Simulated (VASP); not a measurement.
# GaP (F-43m) in VASP: a series of runs, part 2 of 2

VASP 6.6.1. The steps go on from the part before.

## (3) Single point, PBE

Contents of INCAR:

```
SYSTEM = GaP
PREC     = Accurate       ! precision mode
ENCUT    = 500            ! plane-wave cutoff, eV
EDIFF    = 1E-6           ! SCF threshold, eV
ISMEAR   = 0              ! smearing method
SIGMA    = 0.01           ! smearing width, eV
LREAL    = .FALSE.        ! projectors in reciprocal space
LASPH    = .TRUE.         ! aspherical terms in the spheres
NELM     = 120            ! most SCF steps
ALGO     = Normal         ! electronic algorithm
ISIF     = 2              ! what is computed and relaxed
LWAVE    = .FALSE.        ! write WAVECAR
LCHARG   = .FALSE.        ! write CHGCAR
GGA      = PE             ! functional
NBANDS   = 16             ! bands
GGA_COMPAT= .FALSE.
```

Contents of KPOINTS:

```
Automatic mesh
0
G
  8 8 8
  0 0 0
```

Contents of POSCAR:

```
GaP
1.0
    0.0000000000      2.7529819216      2.7529819216
    2.7529819216      0.0000000000      2.7529819216
    2.7529819216      2.7529819216      0.0000000000
Ga P
1 1
Direct
    0.0000000000      0.0000000000      0.0000000000
    0.2500000000      0.2500000000      0.2500000000
```

Potentials or basis: VASP PAW PBE potentials, release 64 (Ga_d, P).

Launch:

```console
$ cat potpaw_PBE.64/Ga_d/POTCAR potpaw_PBE.64/P/POTCAR > POTCAR
$ mpirun -np 1 vasp_std > vasp.out
```

OUTCAR:

```text
SYSTEM = GaP
   PREC = Accurate
   ENCUT = 500
   EDIFF = 1E-6
   ISMEAR = 0
   LREAL = .FALSE.
   LASPH = .TRUE.
   NELM = 120
   ISIF = 2
   GGA = PE

 ion  position               nearest neighbor table
   1  0.000  0.000  0.000-   2 2.38   2 2.38   2 2.38   2 2.38
   2  0.250  0.250  0.250-   1 2.38   1 2.38   1 2.38   1 2.38

  LATTYP: Found a face centered cubic cell.
 ALAT       =     5.5059638432

  Lattice vectors:

 A1 = (   0.0000000000,   2.7529819216,   2.7529819216)
 A2 = (   2.7529819216,   0.0000000000,   2.7529819216)
 A3 = (   2.7529819216,   2.7529819216,   0.0000000000)

Analysis of symmetry for initial positions (statically):
=====================================================================
 Subroutine PRICEL returns:
 Original cell was already a primitive cell.

 Routine SETGRP: Setting up the symmetry group for a
 face centered cubic supercell.

 Subroutine GETGRP returns: Found 24 space group operations
 (whereof 24 operations were pure point group operations)
 out of a pool of 48 trial point group operations.

The static configuration has the point symmetry T_d .

Analysis of symmetry for dynamics (positions and initial velocities):
=====================================================================
 Subroutine PRICEL returns:
 Original cell was already a primitive cell.

 Routine SETGRP: Setting up the symmetry group for a
 face centered cubic supercell.

 Subroutine GETGRP returns: Found 24 space group operations
 (whereof 24 operations were pure point group operations)
 out of a pool of 48 trial point group operations.

The dynamic configuration has the point symmetry T_d .

 Subroutine INISYM returns: Found 24 space group operations
 (whereof 24 operations are pure point group operations),
 and found     1 'primitive' translations
[... 103 lines left out ...]
   POTIM  = 0.5000    time-step for ionic-motion
   TEBEG  =    0.0;   TEEND  =   0.0 temperature during run
   PSTRESS=    0.0 pullay stress
   NELECT =      18.0000    total number of electrons
   NUPDOWN=      -1.0000    fix difference up-down
   EMIN   =  10.00;   EMAX   =-10.00  energy-range for DOS
   EFERMI =   0.00;   METHOD = LEGACY
   ISMEAR =     0;   SIGMA  =   0.01  broadening in eV -4-tet -1-fermi 0-gaus
   EFERMI_NEDOS =   21; number of points for ismear=-14 and -15
   IALGO  =     38    algorithm
   IMIX   =      4    mixing-type and parameters
     AMIX     =   0.40;   BMIX     =  1.00
     AMIX_MAG =   1.60;   BMIX_MAG =  1.00
  volume/ion in A,a.u.               =      20.86       140.80
  Fermi-wavevector in a.u.,A,eV,Ry     =   1.236950  2.337497 20.817546  1.530046
  Thomas-Fermi vector in A             =   2.371538
   LORBIT       =      0    0 simple, 1 ext, 2 COOP (PROOUT), +10 PAW based schemes
   GGA     = PE    functional components
   LHFCALC =     F    Hartree Fock is set to
   AEXX    =    0.0000 exact exchange contribution
   IVDW    =     0    specifies the selected vdW correction
   LEPSILON=     F    determine dielectric tensor
   LRPA    =     F    only Hartree local field effects (RPA)
 non-spin polarized calculation
 Gauss-broadening in eV      SIGMA  =   0.01
  energy-cutoff  :      500.00
  volume of cell :       41.73
 maximum number of plane-waves:      1068
   NGX = 15   NGY = 15   NGZ = 15

 number of electron      18.0000009 magnetization

 Free energy of the ion-electron system (eV)
  ---------------------------------------------------
  ext. energy  EPLUGINS =         0.00000000
  ---------------------------------------------------
  free energy    TOTEN  =        -9.12545987 eV

  energy without entropy =       -9.12545987  energy(sigma->0) =       -9.12545987

 E-fermi :   4.4132     XC(G=0):  -9.6953

 val. band max:        4.3472251231   @ k =   0.0000   0.0000   0.0000
 cond. band min:       5.9232712370   @ k =   0.0000   0.0000   0.0000
 fundamental gap:      1.5760461139
 Fermi energy:         4.4131866209

 k-point     1 :       0.0000    0.0000    0.0000
  band No.  band energies     occupation
      1     -10.1558      2.00000
      2     -10.1558      2.00000
      3     -10.1558      2.00000
      4     -10.0651      2.00000
      5     -10.0651      2.00000
      6      -7.9203      2.00000
[... 433 lines left out ...]
      3     -10.1169      2.00000
      4     -10.0694      2.00000
      5     -10.0584      2.00000
      6      -5.5638      2.00000
[... 8 lines left out ...]
     15      16.2404      0.00000
     16      16.6815      0.00000

 [... further k-points ...]
[... 5 lines left out ...]
  --------------------------------------------------------------------------------------
  -------------------------------------------------------------------------------------
  Total       -0.0190322     -0.0190322     -0.0190322     -0.0000000     -0.0000000      0.0000000
  in kB       -0.7307326     -0.7307326     -0.7307326     -0.0000000     -0.0000000      0.0000000
  external PRESSURE =      -0.7307326 kB  Pullay stress =       0.0000000 kB

 VOLUME and BASIS-vectors are now :
 -----------------------------------------------------------------------------
  energy-cutoff  :      500.00
  volume of cell :       41.73
      direct lattice vectors                 reciprocal lattice vectors
     0.000000000  2.752981922  2.752981922    -0.181621244  0.181621244  0.181621244
     2.752981922  0.000000000  2.752981922     0.181621244 -0.181621244  0.181621244
     2.752981922  2.752981922  0.000000000     0.181621244  0.181621244 -0.181621244

 POSITION                                       TOTAL-FORCE (eV/Angst)
 -----------------------------------------------------------------------------------
      0.00000      0.00000      0.00000        -0.000000     -0.000000     -0.000000
      1.37649      1.37649      1.37649         0.000000      0.000000      0.000000
 -----------------------------------------------------------------------------------
    total drift:                                0.000001      0.000001      0.000001

  FREE ENERGIE OF THE ION-ELECTRON SYSTEM (eV)
  ---------------------------------------------------
  free  energy   TOTEN  =        -9.1254598721 eV

  energy  without entropy=       -9.1254598721  energy(sigma->0) =       -9.12545987
```

OSZICAR:

```text
N       E                     dE             d eps       ncg     rms          rms(c)
DAV:   1     0.805715548738E+02    0.80572E+02   -0.88267E+03   960   0.160E+03
DAV:   2    -0.291114323782E+01   -0.83483E+02   -0.79685E+02  1048   0.309E+02
DAV:   3    -0.928010868356E+01   -0.63690E+01   -0.63461E+01  1168   0.654E+01
DAV:   4    -0.938426454495E+01   -0.10416E+00   -0.10413E+00  1168   0.908E+00
DAV:   5    -0.938624029456E+01   -0.19757E-02   -0.19757E-02  1160   0.110E+00    0.411E+00
DAV:   6    -0.914936831307E+01    0.23687E+00   -0.37835E-01  1416   0.101E+01    0.270E+00
DAV:   7    -0.912455932717E+01    0.24809E-01   -0.89391E-02  1232   0.196E+00    0.109E+00
DAV:   8    -0.912490297308E+01   -0.34365E-03   -0.12971E-02  1088   0.136E+00    0.174E-01
DAV:   9    -0.912530949558E+01   -0.40652E-03   -0.13180E-03  1208   0.505E-01    0.828E-02
DAV:  10    -0.912538623700E+01   -0.76741E-04   -0.11247E-04  1416   0.109E-01    0.418E-02
DAV:  11    -0.912546024654E+01   -0.74010E-04   -0.10237E-04  1104   0.836E-02    0.507E-03
DAV:  12    -0.912545987211E+01    0.37443E-06   -0.28662E-06  1136   0.216E-02
   1 F= -.91254599E+01 E0= -.91254599E+01  d E =-.420077E-23
```

stdout:

```text
POSCAR found type information on POSCAR GaP
 POSCAR found :  2 types and       2 ions
 scaLAPACK will be used
 LDA part: xc-table for (Slater+PW92), standard interpolation
 POSCAR, INCAR and KPOINTS ok, starting setup
 FFT: planning ... GRIDC
 FFT: planning ... GRID_SOFT
 FFT: planning ... GRID
 WAVECAR not read
 entering main loop
```

Wall time 10 s (1 thread of AMD EPYC 9R45 (Zen 5), shared host); peak memory 0.13 GiB.

Results:

```
Free energy            : -9.1255 eV
Pressure               : -0.1 GPa
Band gap on the k mesh : 1.58 eV
```

## (4) Single point, PBE

Contents of INCAR:

```
PREC = Accurate ; ENCUT = 500
EDIFF = 1E-6 ; ISMEAR = 0
SIGMA = 0.01 ; LREAL = F
LASPH = T ; NELM = 120
ALGO = Normal ; ISIF = 2
LWAVE = F ; LCHARG = F
GGA = PE ; NBANDS = 16
GGA_COMPAT = F
```

Contents of KPOINTS:

```
Automatic mesh
0
Gamma
  8 8 8
```

POSCAR is that of step 3.

Launch:

```console
$ cat potpaw_PBE.64/Ga_d/POTCAR potpaw_PBE.64/P/POTCAR > POTCAR
$ mpirun -np 1 vasp_std > vasp.out
```

Run time: 9.9 s. Hardware: 1 thread of AMD EPYC 9R45 (Zen 5), shared host; peak memory 0.13 GiB.

The run converged. Its results:

```yaml
Free_energy: -9.1255 eV
Pressure: -0.1 GPa
Band_gap_on_the_k_mesh: 1.58 eV
```

Levels at points of the mesh, in eV from the valence-band top:
```tsv
k point	band 7	band 8	band 9	band 10	band 11	band 12
(0.00, 0.00, 0.00)	0.00	0.00	0.00	1.58	3.90	3.90
(0.50, 0.00, 0.00)	-6.46	-1.07	-1.07	1.58	4.73	4.73
(0.50, 0.50, 0.00)	-6.61	-2.58	-2.58	1.72	1.85	10.37
```

A k mesh can miss the band edges.
